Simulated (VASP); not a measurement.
Input of a VASP 6.6.1 run:

The input INCAR:

```
PREC = Accurate
ENCUT = 520
EDIFF = 1E-6
ISMEAR = 0
SIGMA = 0.1
LREAL = False
LASPH = True
NELM = 60
ALGO = Normal
ISIF = 2
LWAVE = False
LCHARG = False
GGA = PE
NBANDS = 62
```

KPOINTS

```
regular mesh
0
Gamma
  3 3 4
```

POSCAR

```
Ge7Cl
1.0
    6.1475737100      0.0000000000      0.0000000000
   -3.0737868500      5.3239550000      0.0000000000
    0.0000000000      0.0000000000      5.7124972000
Ge Cl
7 1
Direct
    0.3504478400      0.0000000000      0.5000000000
    0.0000000000      0.3504478400      0.5000000000
    0.6495521600      0.6495521600      0.5000000000
    0.6495521600      0.0000000000      0.5000000000
    0.0000000000      0.6495521600      0.5000000000
    0.3504478400      0.3504478400      0.5000000000
    0.0000000000      0.0000000000      0.5000000000
    0.0000000000      0.0000000000      0.0000000000
```

Potentials or basis: VASP PAW PBE potentials, release 64 (Ge_d, Cl).

Run with:

```sh
$ cat potpaw_PBE.64/Ge_d/POTCAR potpaw_PBE.64/Cl/POTCAR > POTCAR
$ mpirun -np 1 vasp_std > vasp.out
```

Question: Predict the pressure.

Answer: 62.2 GPa.

Question: Predict the largest force.

Answer: 7.225 eV/Å.

Stress tensor (GPa, compression positive):
```
92.86  0.00  0.00
 0.00 92.86  0.00
 0.00  0.00  0.83
```

Caveat: the k points lie up to 0.39 Å⁻¹ apart; an odd number of electrons without spin polarisation forces a metal; a magnetic or distorted state may lie lower.
